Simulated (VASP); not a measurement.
# HgTe (P1) in VASP: single point with r2SCAN

Aim: the single point of HgTe with r2SCAN.

All numbers are computed with VASP 6.6.1; they aren't measurements. Logs are shortened: lines on timing, memory, paths and dates and some standing lists are left out, and cuts for length are marked.

### Step 1. The cell of the first run

The typed cell holds 16 atoms: a = 9.303 Å, b = 9.303 Å, c = 9.303 Å, α = 60.00°, β = 60.00°, γ = 60.00°.

### Step 2. Single point, r2SCAN

POSCAR reads:

```
HgTe
1.0
    0.0000000000      6.5779090000      6.5779090000
    6.5779090000      0.0000000000      6.5779090000
    6.5779090000      6.5779090000      0.0000000000
Hg Te
8 8
Direct
    0.0032898752      0.0001659342      0.0001253438
   -0.0021204307      0.0003542159      0.4962324654
    0.0016778888      0.4968484666      0.0016278729
    0.0043071438      0.5032369709      0.5020419103
    0.4996835621      0.0025693575     -0.0026307752
    0.4964181627     -0.0008851597      0.5031829264
    0.4986136172      0.4989547590     -0.0000580732
    0.5019996476      0.4986640892      0.5024622566
    0.1253774566      0.1238718109      0.1284524459
    0.1212792697      0.1292234356      0.6217100297
    0.1185536316      0.6329748557      0.1248386075
    0.1248826185      0.6229674962      0.6262688493
    0.6286852707      0.1245623039      0.1216160789
    0.6230578745      0.1206900247      0.6284194567
    0.6241345844      0.6240739268      0.1226765983
    0.6318537547      0.6232043496      0.6279368565
```

INCAR.step1 reads:

```
PREC = Accurate ; ENCUT = 520
ISMEAR = -1 ; SIGMA = 0.052
LREAL = Auto ; LASPH = True
NELM = 100 ; NBANDS = 86
GGA = PE ; ALGO = Normal
EDIFF = 1E-4 ; LWAVE = True
LCHARG = False
```

INCAR.step2 reads:

```
PREC = Accurate ; ENCUT = 520
EDIFF = 1E-6 ; ISMEAR = -1
SIGMA = 0.052 ; LREAL = Auto
LASPH = True ; NELM = 100
ALGO = Normal ; ISIF = 2
LWAVE = False ; LCHARG = True
METAGGA = R2SCAN ; LMIXTAU = True
LELF = True ; LVHAR = True
NBANDS = 86 ; ISTART = 1
```

KPOINTS reads:

```
Automatic mesh
0
Gamma
  2 2 2
```

Potentials or basis: VASP PAW PBE potentials, release 64 (Hg, Te).

On the command line:

```bash
cat potpaw_PBE.64/Hg/POTCAR potpaw_PBE.64/Te/POTCAR > POTCAR
cp INCAR.step1 INCAR
mpirun -np 1 vasp_std > vasp.out
cp INCAR.step2 INCAR
mpirun -np 1 vasp_std > vasp.out
```

OUTCAR:

```text
PREC = Accurate
   ENCUT = 520
   EDIFF = 1E-6
   ISMEAR = -1
   LREAL = Auto
   LASPH = True
   NELM = 100
   ISIF = 2
   METAGGA = R2SCAN
   ISTART = 1

 ion  position               nearest neighbor table
   1  0.003  0.000  0.000-  11 2.79   9 2.84  13 2.85  10 2.88
   2  0.998  0.000  0.496-   9 2.79  14 2.85  12 2.87  10 2.87
   3  0.002  0.497  0.002-   9 2.83  12 2.85  11 2.86  15 2.87
   4  0.004  0.503  0.502-  12 2.77  16 2.83  10 2.84  11 2.87
   5  0.500  0.003  0.997-  14 2.80   9 2.84  13 2.85  15 2.87
   6  0.496  0.999  0.503-  14 2.84  10 2.85  16 2.86  13 2.90
[... 8 lines left out ...]
  15  0.624  0.624  0.123-   7 2.84   3 2.87   5 2.87   8 2.89
  16  0.632  0.623  0.628-   7 2.83   4 2.83   6 2.86   8 2.89

  LATTYP: Found a face centered cubic cell.
 ALAT       =    13.1558180000

  Lattice vectors:

 A1 = (   0.0000000000,   6.5779090000,   6.5779090000)
 A2 = (   6.5779090000,   0.0000000000,   6.5779090000)
 A3 = (   6.5779090000,   6.5779090000,   0.0000000000)

Analysis of symmetry for initial positions (statically):
=====================================================================
 Subroutine PRICEL returns:
 Original cell was already a primitive cell.

 Routine SETGRP: Setting up the symmetry group for a
 face centered cubic supercell.

 Subroutine GETGRP returns: Found  1 space group operations
 (whereof  1 operations were pure point group operations)
 out of a pool of 48 trial point group operations.

The static configuration has the point symmetry C_1 .

Analysis of symmetry for dynamics (positions and initial velocities):
=====================================================================
 Subroutine PRICEL returns:
 Original cell was already a primitive cell.

 Routine SETGRP: Setting up the symmetry group for a
 face centered cubic supercell.

 Subroutine GETGRP returns: Found  1 space group operations
 (whereof  1 operations were pure point group operations)
 out of a pool of 48 trial point group operations.

The dynamic configuration has the point symmetry C_1 .

 Subroutine INISYM returns: Found  1 space group operations
 (whereof  1 operations are pure point group operations),
 and found     1 'primitive' translations

----------------------------------------------------------------------------------------
[... 101 lines left out ...]
   LASPH  =      T    aspherical Exc in radial PAW
   ENCUT  =  520.0 eV  38.22 Ry    6.18 a.u.  17.30 17.30 17.30*2*pi/ulx,y,z
   NELM   =    100;   NELMIN=  2; NELMDL=  0     # of ELM steps
   EDIFF  = 0.1E-05   stopping-criterion for ELM
   LREAL  =      T    real-space projection
   EDIFFG = 0.1E-04   stopping-criterion for IOM
   NSW    =      0    number of steps for IOM
[... 5 lines left out ...]
   TEBEG  =    0.0;   TEEND  =   0.0 temperature during run
   PSTRESS=    0.0 pullay stress
   NELECT =     144.0000    total number of electrons
   NUPDOWN=      -1.0000    fix difference up-down
   EMIN   =  10.00;   EMAX   =-10.00  energy-range for DOS
   EFERMI =   0.00;   METHOD = LEGACY
   ISMEAR =    -1;   SIGMA  =   0.05  broadening in eV -4-tet -1-fermi 0-gaus
   EFERMI_NEDOS =   21; number of points for ismear=-14 and -15
   IALGO  =     38    algorithm
   IMIX   =      4    mixing-type and parameters
     AMIX     =   0.40;   BMIX     =  1.00
     AMIX_MAG =   1.60;   BMIX_MAG =  1.00
  volume/ion in A,a.u.               =      35.58       240.09
  Fermi-wavevector in a.u.,A,eV,Ry     =   1.035375  1.956576 14.585473  1.072002
  Thomas-Fermi vector in A             =   2.169716
   LORBIT       =      0    0 simple, 1 ext, 2 COOP (PROOUT), +10 PAW based schemes
   METAGGA = R2SCAN    functional components
   LHFCALC =     F    Hartree Fock is set to
   AEXX    =    0.0000 exact exchange contribution
   IVDW    =     0    specifies the selected vdW correction
   LEPSILON=     F    determine dielectric tensor
   LRPA    =     F    only Hartree local field effects (RPA)
 non-spin polarized calculation
  energy-cutoff  :      520.00
  volume of cell :      569.24
 maximum number of plane-waves:     15364
 NGX is ok and might be reduce to    70
   NGX = 35   NGY = 35   NGZ = 35

 number of electron     144.0000001 magnetization

 Free energy of the ion-electron system (eV)
  ---------------------------------------------------
  ext. energy  EPLUGINS =         0.00000000
  ---------------------------------------------------
  free energy    TOTEN  =      -600.62198572 eV

  energy without entropy =     -600.59708548  energy(sigma->0) =     -600.60953560

 E-fermi :   2.3787     XC(G=0):  -9.0564

 val. band max:        2.3445465990   @ k =   0.0000   0.0000   0.0000
 cond. band min:       3.2369188605   @ k =   0.0000   0.0000   0.0000
 fundamental gap:      0.8923722615
 Fermi energy:         2.3787467339

 k-point     1 :       0.0000    0.0000    0.0000
  band No.  band energies     occupation
      1      -9.6927      2.00000
      2      -9.2129      2.00000
      3      -9.1723      2.00000
      4      -9.1569      2.00000
      5      -9.0702      2.00000
      6      -8.9820      2.00000
[... 685 lines left out ...]
     83       7.2149      0.00000
     84       7.2573      0.00000
 [bands above 84 left out]

------------------------ aborting loop because EDIFF is reached ----------------------------------------

  FORCE on cell =-STRESS in cart. coord.  units (eV):
  Direction    XX          YY          ZZ          XY          YZ          ZX
  --------------------------------------------------------------------------------------
  -------------------------------------------------------------------------------------
  Total        1.4845382      1.4545489      1.5327731      0.2086184     -0.0316953      0.2137694
  in kB        4.1783844      4.0939765      4.3141464      0.5871779     -0.0892097      0.6016757
  external PRESSURE =       4.1955024 kB  Pullay stress =       0.0000000 kB

 VOLUME and BASIS-vectors are now :
 -----------------------------------------------------------------------------
  energy-cutoff  :      520.00
  volume of cell :      569.24
      direct lattice vectors                 reciprocal lattice vectors
     0.000000000  6.577909000  6.577909000    -0.076011997  0.076011997  0.076011997
     6.577909000  0.000000000  6.577909000     0.076011997 -0.076011997  0.076011997
     6.577909000  6.577909000  0.000000000     0.076011997  0.076011997 -0.076011997

 POSITION                                       TOTAL-FORCE (eV/Angst)
 -----------------------------------------------------------------------------------
      0.00192      0.02246      0.02273         0.021538     -0.172437      0.136119
      3.26650      9.82813      6.56629         0.118263      0.150779     -0.101922
      3.27893      0.02174      3.27926         0.114371     -0.068006     -0.010592
      6.61263      3.33072      3.33858        -0.203798     -0.119460     -0.065208
      6.57750      9.84748      3.30377         0.015440      0.190413     -0.073131
      9.88198      6.57529      9.83748        -0.094576     -0.116664     -0.006348
[... 8 lines left out ...]
      4.91206      4.91246      8.21060         0.171464      0.153150      0.006490
      8.22989      8.28679      8.25566        -0.070454     -0.339531     -0.148114
 -----------------------------------------------------------------------------------
    total drift:                                0.002214      0.001768     -0.002327

  FREE ENERGIE OF THE ION-ELECTRON SYSTEM (eV)
  ---------------------------------------------------
  free  energy   TOTEN  =      -600.6219857207 eV

  energy  without entropy=     -600.5970854755  energy(sigma->0) =     -600.60953560
```

It took 46 min on 1 thread of Intel Xeon Platinum 8259CL at 2.50GHz (Skylake/Cascade Lake), shared host; peak memory 0.9 GiB.

Results:

* Free energy: -600.6220 eV
* Pressure: 0.4 GPa
* Largest force: 0.382 eV/Å
* Band gap on the k mesh: zero (filled and empty bands touch)

Forces on the atoms (eV/Å):
```
Hg   0.022 -0.172  0.136
Hg   0.118  0.151 -0.102
Hg   0.114 -0.068 -0.011
Hg  -0.204 -0.119 -0.065
Hg   0.015  0.190 -0.073
Hg  -0.095 -0.117 -0.006
Hg   0.077 -0.025 -0.115
Hg  -0.029  0.007  0.107
Te  -0.108 -0.114  0.101
Te  -0.056  0.115 -0.047
Te  -0.283  0.239 -0.093
Te   0.168  0.208  0.269
Te   0.159  0.028 -0.159
Te   0.000 -0.135  0.200
Te   0.171  0.153  0.006
Te  -0.070 -0.340 -0.148
```

Levels at points of the mesh, in eV from the Fermi level:
```tsv
k point	band 68	band 69	band 70	band 71	band 72	band 73	band 74	band 75	band 76	band 77
(0.00, 0.00, 0.00)	-0.92	-0.91	-0.59	-0.04	-0.04	-0.03	0.86	0.88	0.91	0.94
(0.50, 0.00, 0.00)	-1.55	-0.57	-0.55	-0.52	-0.51	0.97	1.08	2.23	2.27	2.33
(0.00, 0.50, 0.00)	-1.57	-0.55	-0.54	-0.54	-0.51	1.02	1.06	2.24	2.30	2.33
(0.00, 0.00, 0.50)	-1.58	-0.56	-0.55	-0.52	-0.51	1.03	1.04	2.22	2.29	2.32
(0.50, 0.50, 0.50)	-1.56	-0.57	-0.57	-0.51	-0.50	1.02	1.06	2.26	2.26	2.32
(0.50, 0.50, 0.00)	-1.24	-1.00	-0.97	-0.96	-0.94	2.04	2.05	2.20	2.23	2.28
(0.00, 0.50, 0.50)	-1.24	-0.99	-0.99	-0.95	-0.94	2.04	2.06	2.19	2.24	2.27
(0.50, 0.00, 0.50)	-1.22	-1.01	-0.99	-0.95	-0.93	2.04	2.06	2.21	2.24	2.28
```

Caveat: the k points lie up to 0.41 Å⁻¹ apart; the PAW data sets were made with another functional, which shifts forces and pressure a little; spin-orbit coupling is left out, which moves the levels of the heavy elements.
